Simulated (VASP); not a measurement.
**ZnSnN2: single point with r2SCAN**

ZnSnN2:

```
Zn N Sn
1.0
     3.21664    0.00000    0.00000
     0.00000    3.21664    0.00000
     0.00000    0.00000    4.69964
Zn N Sn
1 2 1
Cartesian
  0.0000 0.0000 0.0000
  0.0000 1.6083 1.1364
  1.6083 0.0000 3.5632
  1.6083 1.6083 2.3498
```

This cell differs from its parent crystal: biaxial xy strain -4.9%.

| Item | Value |
| --- | --- |
| Program | VASP 6.6.1 |
| Task | single point |
| Functional | r2SCAN |
| Potentials or basis | VASP PAW PBE potentials, release 64 (Zn, N, Sn_d) |
| Cutoff | 520 eV |
| k mesh | 8 × 8 × 6 |
| Occupations | gaussian, width 0.01 eV |
| Spin | no spin polarisation |

* Pressure: 20.7 GPa
* Band gap on the k mesh: 0.59 eV, direct

Forces in eV/Å, atoms in the order of the input:
```
Zn   0.000  0.000  0.000
N    0.000  0.000 -0.002
N    0.000  0.000  0.002
Sn   0.000  0.000  0.000
```

Stress tensor (GPa, compression positive):
```
22.59  0.00  0.00
 0.00 22.59  0.00
 0.00  0.00 17.04
```

Levels at points of the mesh, in eV from the valence-band top:
| k point | band 16 | band 17 | band 18 | band 19 | band 20 | band 21 |
| --- | --- | --- | --- | --- | --- | --- |
| (0.00, 0.00, 0.00) | -0.19 | 0.00 | 0.00 | 0.59 | 3.17 | 7.63 |
| (0.50, 0.00, 0.00) | -3.21 | -1.79 | -0.64 | 4.87 | 6.26 | 7.06 |
| (0.50, 0.50, 0.00) | -3.12 | -3.12 | -2.60 | 2.97 | 2.97 | 5.89 |
| (0.00, 0.00, 0.50) | -2.27 | -1.12 | -1.12 | 3.18 | 3.77 | 8.10 |
| (0.50, 0.00, 0.50) | -1.55 | -1.04 | -0.59 | 3.46 | 4.78 | 7.85 |
| (0.50, 0.50, 0.50) | -4.16 | -3.62 | -3.44 | 5.50 | 5.50 | 7.01 |

Run time: 2.4 min on 1 thread of Intel(R) Xeon(R) Platinum 8259CL CPU @ 2.50GHz (Skylake/Cascade Lake), on a shared host, peak memory 0.21 GiB.

Caveat: the cell differs from its parent crystal (biaxial xy strain -4.9%); the PAW data sets were made with another functional, which shifts forces and pressure a little; spin-orbit coupling is left out, which moves the levels of the heavy elements.
